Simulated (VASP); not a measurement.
Wanted: the native input for a VASP 6.6.1 run.

| Item | Value |
| --- | --- |
| Task | single point |
| Functional | PBEsol |
| Potentials or basis | VASP PAW PBE potentials, release 64 (Nb_sv) |
| Cutoff | 520 eV |
| k mesh | 20 × 20 × 20 |
| Occupations | gaussian, width 0.15 eV |
| Spin | no spin polarisation |
| Dipole correction | no |
| Further INCAR settings | ALGO = Fast; EDIFF = 1e-07; NBANDS = 12 |

The structure of Nb lies in POSCAR:

```
Nb
1.0
   -1.6889092500      1.6889092500      1.6140315000
    1.6889092500     -1.6889092500      1.6140315000
    1.6889092500      1.6889092500     -1.6140315000
Nb
1
Direct
    0.0000000000      0.0000000000      0.0000000000
```

This cell differs from its parent crystal: strain +0.015 along x and y, -0.030 along z.

These files were run (other wordings do the same):

INCAR

```
SYSTEM = Nb
ALGO = Fast
EDIFF = 1E-7
ENCUT = 520
GGA = PS
ISIF = 2
ISMEAR = 0
LASPH = .TRUE.
LCHARG = .FALSE.
LREAL = .FALSE.
LWAVE = .FALSE.
NBANDS = 12
NELM = 60
PREC = Accurate
SIGMA = 0.15
```

KPOINTS

```
k-points
0
G
  20 20 20
  0 0 0
```

Potentials or basis: VASP PAW PBE potentials, release 64 (Nb_sv).

Launch:

```sh
$ cat potpaw_PBE.64/Nb_sv/POTCAR > POTCAR
$ mpirun -np 1 vasp_std > vasp.out
```

Results of the run:

```
Pressure : -8.5 GPa
```

Caveat: the cell differs from its parent crystal (strain +0.015 along x and y, -0.030 along z); the PAW data sets were made with another functional, which shifts forces and pressure a little.

Wall time 100 s on 1 thread of Intel(R) Xeon(R) 6975P-C (Granite Rapids), with other jobs on the host, peak memory 0.25 GiB.
